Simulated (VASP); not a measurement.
The system is AlN.

```
CELL_PARAMETERS angstrom
2.85572 0.00000 0.00000
-1.42786 2.47313 0.00000
0.00000 0.00000 4.88310
ATOMIC_POSITIONS crystal
Al 0.00000 0.00000 0.00000
Al 0.00000 0.00000 0.50000
N 0.33333 0.66667 0.25000
N 0.66667 0.33333 0.75000
```

* Program: VASP 6.6.1
* Task: relaxation of cell and atoms
* Functional: PBEsol
* Potentials or basis: VASP PAW PBE potentials, release 64 (Al, N)
* Cutoff: 600 eV
* k mesh: 12 × 12 × 6
* Occupations: fermi-dirac, width 0.02 eV
* Spin: no spin polarisation

At the start: pressure -5.0 GPa; volume 8.62 Å³/atom.

Problem. How do energy, volume and symmetry change on relaxing?

Solution. Over 7 steps the energy falls by 2.8 meV/atom and the volume is 8.45 Å³/atom (-2.0 %); space group P6_3/mmc (No. 194, to 0.05 Å).

Step by step:
```csv
step,energy change (eV),largest force (eV/Å),pressure (GPa),volume (Å³)
1,0.0000,0.0000,-4.97,34.49
2,-0.0017,0.0000,4.89,33.17
3,-0.0110,0.0000,-0.01,33.79
4,-0.0110,0.0000,0.10,33.78
5,-0.0110,0.0000,0.08,33.77
6,-0.0110,0.0000,0.09,33.78
7,-0.0110,0.0000,-0.06,33.80
```

Final structure:
```
Al N
1.0
     2.83515    0.00000    0.00000
    -1.41757    2.45531    0.00000
     0.00000    0.00000    4.85483
Al N
2 2
Direct
  0.00000 0.00000 0.00000
  0.00000 0.00000 0.50000
  0.33333 0.66667 0.25000
  0.66667 0.33333 0.75000
```

Caveat: the PAW data sets were made with another functional, which shifts forces and pressure a little.
